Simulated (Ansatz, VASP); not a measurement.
## Al2Au in VASP and in Ansatz

```
Al Au
1.0
     0.00000    3.06036    3.06036
     3.06036    0.00000    3.06036
     3.06036    3.06036    0.00000
Al Au
2 1
Direct
  0.25000 0.25000 0.25000
  0.75000 0.75000 0.75000
  0.00000 0.00000 0.00000
```

Alike in both runs: task single point; functional PBEsol; k mesh 12 × 12 × 12; occupations gaussian, width 0.1 eV; no spin polarisation.

|  | VASP | Ansatz |
| --- | --- | --- |
| version | VASP 6.6.1 | Ansatz 0.2.0 |
| potentials or method | VASP PAW PBE potentials, release 64 (Al, Au), cutoff 520 eV | scalar-relativistic, plane waves, PAW |
| valence electrons in the cell | 17 | 25 |

|  | VASP | Ansatz | Ansatz less VASP |
| --- | --- | --- | --- |
| gap on the k mesh at the Fermi level (eV) | none | none | - |
| pressure (GPa) | -6.0 | -5.8 | +0.20 |

VASP's potentials were made for PBE, not for PBEsol. A gap of «none» marks a metal or a gap that the smearing closes. VASP's potentials hold 17 valence electrons a cell and Ansatz's 25, so a difference there can come from the potentials and not from the codes.

Spin-orbit coupling is off throughout.
